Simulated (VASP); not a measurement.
# OsSe: single point with r2SCAN

The system is OsSe.

```
Os Se
1.0
     0.00000    2.73478    2.73478
     2.73478    0.00000    2.73478
     2.73478    2.73478    0.00000
Os Se
1 1
Direct
  0.00000 0.00000 0.00000
  0.25000 0.25000 0.25000
```

```yaml
Program: VASP 6.6.1
Task: single point
Functional: r2SCAN
Potentials_or_basis: VASP PAW PBE potentials, release 64 (Os, Se)
Cutoff: 520 eV
k_mesh: 10 × 10 × 10
Occupations: methfessel-paxton, width 0.15 eV
Spin: collinear spin, ferromagnetic start
Starting_moments: "[1.0, 0.0] μB"
Dipole_correction: no
Further_INCAR_settings: ALGO = Normal; EDIFF = 1e-06; NBANDS = 18
```

| Item | Value |
| --- | --- |
| Pressure | 0.6 GPa |
| Band gap on the k mesh | zero (filled and empty bands overlap) |
| Net moment | 0.00 μB per cell |
| Valence electrons inside the program's atomic spheres | Os 7.38; Se 3.99 |

Levels at points of the mesh, in eV from the Fermi level:
Spin up:
```csv
k point,band 3,band 4,band 5,band 6,band 7,band 8,band 9,band 10,band 11,band 12
"(0.00, 0.00, 0.00)",-6.35,-6.35,-2.16,-2.16,1.24,4.16,4.16,4.16,7.43,7.43
"(0.50, 0.00, 0.00)",-5.93,-5.93,-1.79,-1.79,-1.50,1.65,1.65,3.58,9.21,9.21
"(0.50, 0.50, 0.00)",-5.03,-5.03,-2.63,-1.76,-1.36,-0.43,-0.43,6.18,6.93,11.16
```
Spin down:
```
           k point  band 3  band 4  band 5  band 6  band 7  band 8  band 9  band 10  band 11  band 12
(0.00, 0.00, 0.00)   -6.36   -6.36   -2.16   -2.16    1.24    4.15    4.15     4.15     7.43     7.43
(0.50, 0.00, 0.00)   -5.93   -5.93   -1.79   -1.79   -1.50    1.65    1.65     3.58     9.21     9.21
(0.50, 0.50, 0.00)   -5.03   -5.03   -2.63   -1.76   -1.36   -0.43   -0.43     6.18     6.93    11.16
```

Wall time 110 s on 1 thread of Intel(R) Xeon(R) 6975P-C (Granite Rapids), on a shared host, peak memory 0.23 GiB.

Caveat: the PAW data sets were made with another functional, which shifts forces and pressure a little; spin-orbit coupling is left out, which moves the levels of the heavy elements.
